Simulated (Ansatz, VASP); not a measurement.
Two plane-wave programs on In3Se

File INCAR:

```
PREC = Accurate ; ENCUT = 520
EDIFF = 1E-6 ; ISMEAR = 0
SIGMA = 0.15 ; LREAL = False
LASPH = True ; NELM = 60
ALGO = Normal ; ISIF = 2
LWAVE = False ; LCHARG = False
GGA = PE ; NBANDS = 30
```

KPOINTS

```
Automatic mesh
0
Gamma
  10 10 10
```

POSCAR

```
In3Se
1.0
    4.9341558288      0.0000000000      0.0000000000
    0.0000000000      4.9341558288      0.0000000000
    0.0000000000      0.0000000000      4.6467292756
In Se
3 1
Direct
    0.0000000000      0.5000000000      0.5000000000
    0.5000000000      0.0000000000      0.5000000000
    0.5000000000      0.5000000000      0.0000000000
    0.0000000000      0.0000000000      0.0000000000
```

Input for Ansatz:

```yaml
crystal:
  lattice:
    - [4.9341558288, 0.0, 0.0]
    - [0.0, 4.9341558288, 0.0]
    - [0.0, 0.0, 4.6467292756]
  atoms:
    - { symbol: In, position: [0.0, 0.5, 0.5] }
    - { symbol: In, position: [0.5, 0.0, 0.5] }
    - { symbol: In, position: [0.5, 0.5, 0.0] }
    - { symbol: Se, position: [0.0, 0.0, 0.0] }
basis:
  ecutwfc: 420
kpoints:
  mp_grid: { grid: [10, 10, 10] }
hamiltonian:
  xc: pbe
scf:
  occupations: { method: gaussian, width: 0.15 }
output:
  forces: true
  stress: true
  eigenvalues: true
```

Change from the starting cell: strain +0.030 along x and y, -0.030 along z, atoms carried along.

Alike in both runs: task single point; functional PBE; k mesh 10 × 10 × 10; occupations gaussian, width 0.15 eV; no spin polarisation.

|  | VASP | Ansatz |
| --- | --- | --- |
| version | VASP 6.6.1 | Ansatz 0.2.0 |
| potentials or method | VASP PAW PBE potentials, release 64 (In_d, Se), cutoff 520 eV | scalar-relativistic, plane waves, PAW |
| valence electrons in the cell | 45 | 55 |

```tsv
	VASP	Ansatz	Ansatz less VASP
gap on the k mesh at the Fermi level (eV)	none	none	-
pressure (GPa)	-1.0	-1.0	+0.02
traceless stress, the component that is largest in VASP (GPa)	0.23	0.23	-0.001
```

A gap of «none» marks a metal or a gap that the smearing closes. VASP's potentials hold 45 valence electrons a cell and Ansatz's 55, so a difference there can come from the potentials and not from the codes.
